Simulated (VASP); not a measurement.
Rh: relaxation of cell and atoms with PBE

The system is Rh.

```
Rh
1.0
     0.00000    1.91755    1.91755
     1.91755    0.00000    1.91755
     1.91755    1.91755    0.00000
Rh
1
Direct
  0.00000 0.00000 0.00000
```

* Program: VASP 6.6.1
* Task: relaxation of cell and atoms
* Functional: PBE
* Potentials or basis: VASP PAW PBE potentials, release 64 (Rh_pv)
* Cutoff: 600 eV
* k mesh: 20 × 20 × 20
* Occupations: fermi-dirac, width 0.15 eV
* Spin: no spin polarisation
* Target pressure: 5 GPa
* Dipole correction: no
* Further INCAR settings: ALGO = Normal; EDIFF = 1e-07; IBRION = 2; EDIFFG = -0.001; NSW = 80; ISIF = 3

```json
{"Relaxed volume": "13.83 Å³/atom", "Relaxed cell": "a = 2.694 Å, b = 2.694 Å, c = 2.694 Å, α = 60.00°, β = 60.00°, γ = 60.00°", "Space group after relaxing (to 0.1 Å)": "Fm-3m (No. 225)", "Energy change on relaxing (the run minimises the enthalpy)": "+4.0 meV/atom", "Ionic steps": "6", "Pressure after relaxing": "5.0 GPa", "Band gap on the k mesh": "zero (an odd number of electrons rules out a gap without spin polarisation)"}
```

Step by step:
```csv
step,energy change (eV),largest force (eV/Å),pressure (GPa),volume (Å³)
1,0.0000,0.0000,-0.10,14.10
2,0.0507,0.0000,19.52,13.21
3,0.0039,0.0000,4.92,13.84
4,0.0041,0.0000,5.03,13.83
5,0.0039,0.0000,4.95,13.83
6,0.0040,0.0000,5.00,13.83
```

Final structure:
```yaml
crystal:
  lattice:
    - [0.00000, 1.90526, 1.90526]
    - [1.90526, 0.00000, 1.90526]
    - [1.90526, 1.90526, 0.00000]
  atoms:
    - { symbol: Rh, position: [0.00000, 0.00000, 0.00000] }
```

Levels at points of the mesh, in eV from the Fermi level:
```tsv
k point	band 4	band 5	band 6	band 7	band 8	band 9	band 10	band 11
(0.00, 0.00, 0.00)	-7.90	-3.03	-3.03	-3.03	-0.96	-0.96	16.02	20.58
(0.50, 0.00, 0.00)	-6.05	-3.11	-3.11	0.58	0.58	0.75	8.60	15.52
(0.50, 0.50, 0.00)	-6.24	-5.87	0.55	1.00	1.00	3.27	12.22	13.30
```

It took 85 s on 1 thread of Intel(R) Xeon(R) Platinum 8488C (Sapphire Rapids) (shared host), peak memory 0.18 GiB.

Caveat: the cell is relaxed towards a set pressure, so the run minimises the enthalpy, not the energy.
